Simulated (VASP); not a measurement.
A run of VASP 6.6.1:

INCAR

```
  PREC = Accurate
  ENCUT = 520
  EDIFF = 1E-6
  ISMEAR = 0
  SIGMA = 0.1
  LREAL = False
  LASPH = True
  NELM = 150
  ALGO = Normal
  ISIF = 2
  LWAVE = False
  LCHARG = False
  ISPIN = 2
  MAGMOM = 1 0 0
  LORBIT = 11
  LMAXMIX = 4
  GGA = PE
  NBANDS = 20
```

KPOINTS

```
Automatic mesh
0
Gamma
  6 6 4
```

Contents of POSCAR:

```
ZrB2
1.0
    3.1009703998      0.0000000000      0.0000000000
    0.0000000000      3.1358388532      0.0000000000
    0.0000000000      0.0000000000      4.6117405048
Zr B
1 2
Direct
    0.5000000000      0.0000000000      0.0000000000
    0.5000000000      0.5000000000      0.5000000000
    0.5000000000      0.0000000000      0.5000000000
```

Potentials or basis: VASP PAW PBE potentials, release 64 (Zr_sv, B).

Launch:

```console
$ cat potpaw_PBE.64/Zr_sv/POTCAR potpaw_PBE.64/B/POTCAR > POTCAR
$ mpirun -np 1 vasp_std > vasp.out
```

Hardware: 1 thread of Intel(R) Xeon(R) Platinum 8488C (Sapphire Rapids), with other jobs on the host.

Estimate the wall time of this run.

Wall time 55 s on 1 thread of Intel(R) Xeon(R) Platinum 8488C (Sapphire Rapids), on a shared host, peak memory 0.2 GiB. Counts: scf iterations 19, k points 48.
